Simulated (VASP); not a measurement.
Wanted: the native input for a VASP 6.6.1 run.

* Task: single point
* Functional: PBE
* Potentials or basis: VASP PAW PBE potentials, release 64 (Ca_sv)
* Cutoff: 520 eV
* k mesh: 10 × 10 × 10
* Occupations: methfessel-paxton, width 0.1 eV
* Spin: no spin polarisation
* Dipole correction: no
* Further INCAR settings: ALGO = Normal; EDIFF = 1e-07; NBANDS = 11

The structure of Ca lies in POSCAR:

```
Ca
1.0
    0.0000000000      2.7627089163      2.7627089163
    2.7627089163      0.0000000000      2.7627089163
    2.7627089163      2.7627089163      0.0000000000
Ca
1
Direct
    0.0000000000      0.0000000000      0.0000000000
```

The input as run:

INCAR

```
SYSTEM = Ca
  PREC = Accurate
  ENCUT = 520
  EDIFF = 1E-7
  ISMEAR = 1
  SIGMA = 0.1
  LREAL = .False.
  LASPH = .True.
  NELM = 100
  ALGO = Normal
  ISIF = 2
  LWAVE = .False.
  LCHARG = .False.
  GGA = PE
  NBANDS = 11
```

KPOINTS

```
regular mesh
0
Gamma
  10 10 10
  0 0 0
```

Potentials or basis: VASP PAW PBE potentials, release 64 (Ca_sv).

Command:

```bash
$ cat potpaw_PBE.64/Ca_sv/POTCAR > POTCAR
$ mpirun -np 1 vasp_std > vasp.out
```

Results of the run:

```
Pressure               : 0.0 GPa
Band gap on the k mesh : zero (bands 5 and 6 overlap by 0.27 eV)
```

Run time: 26 s on 1 thread of Intel Xeon 8259CL, on a shared host, peak memory 0.17 GiB.
